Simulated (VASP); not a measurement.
# GaN (gw) (F-43m) in VASP: single point with PBE

Aim: the single point of GaN (gw) with PBE.

All numbers are computed with VASP 6.6.1; they aren't measurements. Logs are shortened: lines on timing, memory, paths and dates and some standing lists are left out, and cuts for length are marked.

### 1 The cell of the first run

The structure is cubic, space group F-43m (No. 216). Conventional cell: a = 4.548 Å, b = 4.548 Å, c = 4.548 Å, α = 90.00°, β = 90.00°, γ = 90.00°. Within 2.6 Å of Ga (site symmetry -43m) lie 4 N at 1.97 Å. N (site symmetry -43m) has 4 Ga at 1.97 Å within 2.6 Å.

### 2 Single point, PBE

INCAR reads:

```
SYSTEM = GaN
PREC = Accurate
ENCUT = 600
EDIFF = 1E-6
ISMEAR = 0
SIGMA = 0.01
LREAL = .False.
LASPH = .True.
NELM = 120
ALGO = Normal
ISIF = 2
LWAVE = .False.
LCHARG = .False.
GGA = PE
NBANDS = 16
GGA_COMPAT = .False.
```

KPOINTS reads:

```
regular mesh
0
Gamma
  6 6 6
  0 0 0
```

POSCAR reads:

```
GaN
1.0
    0.0000000000      2.2742384961      2.2742384961
    2.2742384961      0.0000000000      2.2742384961
    2.2742384961      2.2742384961      0.0000000000
Ga N
1 1
Direct
    0.0000000000      0.0000000000      0.0000000000
    0.2500000000      0.2500000000      0.2500000000
```

Potentials or basis: VASP PAW PBE potentials, release 64 (Ga_d, N).

Command:

```
$ cat potpaw_PBE.64/Ga_d/POTCAR potpaw_PBE.64/N/POTCAR > POTCAR
$ mpirun -np 1 vasp_std > vasp.out
```

OUTCAR:

```text
SYSTEM = GaN
   PREC = Accurate
   ENCUT = 600
   EDIFF = 1E-6
   ISMEAR = 0
   LREAL = .False.
   LASPH = .True.
   NELM = 120
   ISIF = 2
   GGA = PE

 ion  position               nearest neighbor table
   1  0.000  0.000  0.000-   2 1.97   2 1.97   2 1.97   2 1.97
   2  0.250  0.250  0.250-   1 1.97   1 1.97   1 1.97   1 1.97

  LATTYP: Found a face centered cubic cell.
 ALAT       =     4.5484769922

  Lattice vectors:

 A1 = (   0.0000000000,   2.2742384961,   2.2742384961)
 A2 = (   2.2742384961,   0.0000000000,   2.2742384961)
 A3 = (   2.2742384961,   2.2742384961,   0.0000000000)

Analysis of symmetry for initial positions (statically):
=====================================================================
 Subroutine PRICEL returns:
 Original cell was already a primitive cell.

 Routine SETGRP: Setting up the symmetry group for a
 face centered cubic supercell.

 Subroutine GETGRP returns: Found 24 space group operations
 (whereof 24 operations were pure point group operations)
 out of a pool of 48 trial point group operations.

The static configuration has the point symmetry T_d .

Analysis of symmetry for dynamics (positions and initial velocities):
=====================================================================
 Subroutine PRICEL returns:
 Original cell was already a primitive cell.

 Routine SETGRP: Setting up the symmetry group for a
 face centered cubic supercell.

 Subroutine GETGRP returns: Found 24 space group operations
 (whereof 24 operations were pure point group operations)
 out of a pool of 48 trial point group operations.

The dynamic configuration has the point symmetry T_d .

 Subroutine INISYM returns: Found 24 space group operations
 (whereof 24 operations are pure point group operations),
 and found     1 'primitive' translations

----------------------------------------------------------------------------------------

                                     Primitive cell

  volume of cell :      23.5255

  direct lattice vectors                    reciprocal lattice vectors
     0.000000000  2.274238496  2.274238496    -0.219853811  0.219853811  0.219853811
     2.274238496  0.000000000  2.274238496     0.219853811 -0.219853811  0.219853811
     2.274238496  2.274238496  0.000000000     0.219853811  0.219853811 -0.219853811

  length of vectors
[... 71 lines left out ...]
   ENCUT  =  600.0 eV  44.10 Ry    6.64 a.u.   6.42  6.42  6.42*2*pi/ulx,y,z
   NELM   =    120;   NELMIN=  2; NELMDL= -5     # of ELM steps
   EDIFF  = 0.1E-05   stopping-criterion for ELM
   LREAL  =      F    real-space projection
   EDIFFG = 0.1E-04   stopping-criterion for IOM
   NSW    =      0    number of steps for IOM
   IBRION =     -1    ionic relax: 0-MD 1-quasi-New 2-CG
   NFREE  =      0    steps in history (QN), initial steepest desc. (CG)
   ISIF   =      2    stress and relaxation
   ISYM   =      2    0-nonsym 1-usesym 2-fastsym
   POTIM  = 0.5000    time-step for ionic-motion
   TEBEG  =    0.0;   TEEND  =   0.0 temperature during run
   PSTRESS=    0.0 pullay stress
   NELECT =      18.0000    total number of electrons
   NUPDOWN=      -1.0000    fix difference up-down
   EMIN   =  10.00;   EMAX   =-10.00  energy-range for DOS
   EFERMI =   0.00;   METHOD = LEGACY
   ISMEAR =     0;   SIGMA  =   0.01  broadening in eV -4-tet -1-fermi 0-gaus
   EFERMI_NEDOS =   21; number of points for ismear=-14 and -15
   IALGO  =     38    algorithm
   IMIX   =      4    mixing-type and parameters
     AMIX     =   0.40;   BMIX     =  1.00
     AMIX_MAG =   1.60;   BMIX_MAG =  1.00
  volume/ion in A,a.u.               =      11.76        79.38
  Fermi-wavevector in a.u.,A,eV,Ry     =   1.497337  2.829557 30.504523  2.242019
  Thomas-Fermi vector in A             =   2.609238
   LORBIT       =      0    0 simple, 1 ext, 2 COOP (PROOUT), +10 PAW based schemes
   GGA     = PE    functional components
   LHFCALC =     F    Hartree Fock is set to
   AEXX    =    0.0000 exact exchange contribution
   IVDW    =     0    specifies the selected vdW correction
   LEPSILON=     F    determine dielectric tensor
   LRPA    =     F    only Hartree local field effects (RPA)
 non-spin polarized calculation
 Gauss-broadening in eV      SIGMA  =   0.01
  energy-cutoff  :      600.00
  volume of cell :       23.53
 maximum number of plane-waves:       797
 NGX is ok and might be reduce to    28
   NGX = 13   NGY = 13   NGZ = 13

 number of electron      18.0000002 magnetization

 Free energy of the ion-electron system (eV)
  ---------------------------------------------------
  ext. energy  EPLUGINS =         0.00000000
  ---------------------------------------------------
  free energy    TOTEN  =       -12.15032902 eV

  energy without entropy =      -12.15032902  energy(sigma->0) =      -12.15032902

 E-fermi :   5.0976     XC(G=0): -11.5196

 val. band max:        4.9920918765   @ k =   0.0000   0.0000   0.0000
 cond. band min:       6.5369881622   @ k =   0.0000   0.0000   0.0000
 fundamental gap:      1.5448962857
 Fermi energy:         5.0975885985

 k-point     1 :       0.0000    0.0000    0.0000
  band No.  band energies     occupation
      1     -10.7127      2.00000
      2      -8.4360      2.00000
      3      -8.4360      2.00000
      4      -8.4360      2.00000
      5      -8.1433      2.00000
      6      -8.1433      2.00000
[... 281 lines left out ...]
      3      -8.2495      2.00000
      4      -8.1501      2.00000
      5      -8.1062      2.00000
      6      -6.2688      2.00000
[... 8 lines left out ...]
     15      25.3708      0.00000
     16      27.5321      0.00000

------------------------ aborting loop because EDIFF is reached ----------------------------------------

  FORCE on cell =-STRESS in cart. coord.  units (eV):
  Direction    XX          YY          ZZ          XY          YZ          ZX
  --------------------------------------------------------------------------------------
  -------------------------------------------------------------------------------------
  Total       -0.0131441     -0.0131441     -0.0131441     -0.0000000      0.0000000     -0.0000000
  in kB       -0.8951657     -0.8951657     -0.8951657     -0.0000000      0.0000000     -0.0000000
  external PRESSURE =      -0.8951657 kB  Pullay stress =       0.0000000 kB

 VOLUME and BASIS-vectors are now :
 -----------------------------------------------------------------------------
  energy-cutoff  :      600.00
  volume of cell :       23.53
      direct lattice vectors                 reciprocal lattice vectors
     0.000000000  2.274238496  2.274238496    -0.219853811  0.219853811  0.219853811
     2.274238496  0.000000000  2.274238496     0.219853811 -0.219853811  0.219853811
     2.274238496  2.274238496  0.000000000     0.219853811  0.219853811 -0.219853811

 POSITION                                       TOTAL-FORCE (eV/Angst)
 -----------------------------------------------------------------------------------
      0.00000      0.00000      0.00000         0.000000      0.000000      0.000000
      1.13712      1.13712      1.13712        -0.000000     -0.000000     -0.000000
 -----------------------------------------------------------------------------------
    total drift:                                0.000000      0.000000      0.000000

  FREE ENERGIE OF THE ION-ELECTRON SYSTEM (eV)
  ---------------------------------------------------
  free  energy   TOTEN  =       -12.1503290214 eV

  energy  without entropy=      -12.1503290214  energy(sigma->0) =      -12.15032902
```

OSZICAR:

```text
N       E                     dE             d eps       ncg     rms          rms(c)
DAV:   1     0.908027931212E+02    0.90803E+02   -0.97142E+03   560   0.217E+03
DAV:   2    -0.684671144902E+01   -0.97650E+02   -0.90097E+02   576   0.364E+02
DAV:   3    -0.140179509123E+02   -0.71712E+01   -0.71343E+01   592   0.793E+01
DAV:   4    -0.141109115804E+02   -0.92961E-01   -0.92945E-01   648   0.981E+00
DAV:   5    -0.141121608231E+02   -0.12492E-02   -0.12492E-02   624   0.104E+00    0.762E+00
DAV:   6    -0.121519833759E+02    0.19602E+01   -0.49724E+00   768   0.393E+01    0.268E+00
DAV:   7    -0.121576488259E+02   -0.56655E-02   -0.31230E-01   568   0.670E+00    0.173E+00
DAV:   8    -0.121540994723E+02    0.35494E-02   -0.61971E-02   600   0.329E+00    0.783E-01
DAV:   9    -0.121500307730E+02    0.40687E-02   -0.13818E-02   752   0.267E+00    0.210E-01
DAV:  10    -0.121504092982E+02   -0.37853E-03   -0.14468E-03   584   0.536E-01    0.103E-01
DAV:  11    -0.121503233159E+02    0.85982E-04   -0.26757E-04   768   0.264E-01    0.740E-03
DAV:  12    -0.121503291963E+02   -0.58804E-05   -0.29058E-05   592   0.581E-02    0.920E-03
DAV:  13    -0.121503290214E+02    0.17494E-06   -0.95657E-07   480   0.166E-02
   1 F= -.12150329E+02 E0= -.12150329E+02  d E =-.361974E-52
```

stdout:

```text
POSCAR found type information on POSCAR GaN
 POSCAR found :  2 types and       2 ions
 scaLAPACK will be used
 LDA part: xc-table for (Slater+PW92), standard interpolation
 POSCAR, INCAR and KPOINTS ok, starting setup
 FFT: planning ... GRIDC
 FFT: planning ... GRID_SOFT
 FFT: planning ... GRID
 WAVECAR not read
 entering main loop
```

Wall time 18 s (1 thread of Intel Xeon Platinum 8259CL at 2.50GHz (Skylake/Cascade Lake), shared host); peak memory 0.15 GiB.

What came out:

```
Free energy            : -12.1503 eV
Pressure               : -0.1 GPa
Band gap on the k mesh : 1.54 eV, direct
```
